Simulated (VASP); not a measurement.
A run of VASP 6.6.1 is set up as follows.

POSCAR

```
Mo
1.0
   -1.7066507299      1.7066507299      1.3311875693
    1.7066507299     -1.7066507299      1.3311875693
    1.7066507299      1.7066507299     -1.3311875693
Mo
1
Direct
    0.0000000000      0.0000000000      0.0000000000
```

File INCAR.step1:

```
SYSTEM = Mo
  PREC = Accurate
  ENCUT = 520
  ISMEAR = 0
  SIGMA = 0.15
  LREAL = .FALSE.
  LASPH = .TRUE.
  NELM = 80
  NBANDS = 13
  GGA = PE
  ALGO = Normal
  EDIFF = 1E-4
  LWAVE = .TRUE.
  LCHARG = .FALSE.
```

INCAR.step2

```
SYSTEM = Mo
  PREC = Accurate
  ENCUT = 520
  EDIFF = 1E-6
  ISMEAR = 0
  SIGMA = 0.15
  LREAL = .FALSE.
  LASPH = .TRUE.
  NELM = 80
  ALGO = Normal
  ISIF = 2
  LWAVE = .FALSE.
  LCHARG = .TRUE.
  METAGGA = R2SCAN
  LMIXTAU = .TRUE.
  LELF = .TRUE.
  LVHAR = .TRUE.
  NBANDS = 13
  ISTART = 1
```

KPOINTS

```
Automatic mesh
0
G
  24 24 24
  0 0 0
```

Potentials or basis: VASP PAW PBE potentials, release 64 (Mo_sv).

Run with:

```bash
$ cat potpaw_PBE.64/Mo_sv/POTCAR > POTCAR
$ cp INCAR.step1 INCAR
$ mpirun -np 1 vasp_std > vasp.out
$ cp INCAR.step2 INCAR
$ mpirun -np 1 vasp_std > vasp.out
```

(1) Estimate the band gap on the k mesh.

(2) Estimate the pressure.

Answers

(1) zero (bands 7 and 8 overlap by 6.17 eV).

(2) 10.3 GPa.

Caveat: the cell stands under pressure; the PAW data sets were made with another functional, which shifts forces and pressure a little.
